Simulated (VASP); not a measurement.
Runs of VASP 6.6.1 on WS. The structure is that of space group Pm-3m (No. 221), or close to it. The cells are those of the table. 

```csv
task,cell,k mesh for the DOS,occupations for the DOS,gap on the mesh (eV),pressure (GPa)
single point,"a = 3.468 Å, 2 atoms",-,-,none,-35.4
electric field gradients,"a = 3.445 Å, 2 atoms",-,-,none,-35.5
single point,"a = 3.512 Å, 2 atoms",-,-,none,-34.8
single point,"a = 3.398 Å, 2 atoms",-,-,none,-35.5
single point,"a = 3.445 Å, 2 atoms",-,-,none,-35.5
single point,"a = 3.490 Å, 2 atoms",-,-,none,-35.1
single point,"a = 3.422 Å, 2 atoms",-,-,none,(a)
```

Alike in all rows: level PBE; potentials or basis VASP PAW PBE potentials, release 64 (W_sv, S); no spin polarisation; k mesh 8 × 8 × 8; cutoff (eV) 520; smearing fermi-dirac 0.05 eV.

**Question.** Estimate the missing entries.

**Answer.** (a) -35.6.

Caveats: spin-orbit coupling is left out, which moves the levels of the heavy elements.

A k mesh can miss the band edges, and the runs leave out spin-orbit coupling on W.

A gap of «none» marks levels without a gap at the run's occupations.
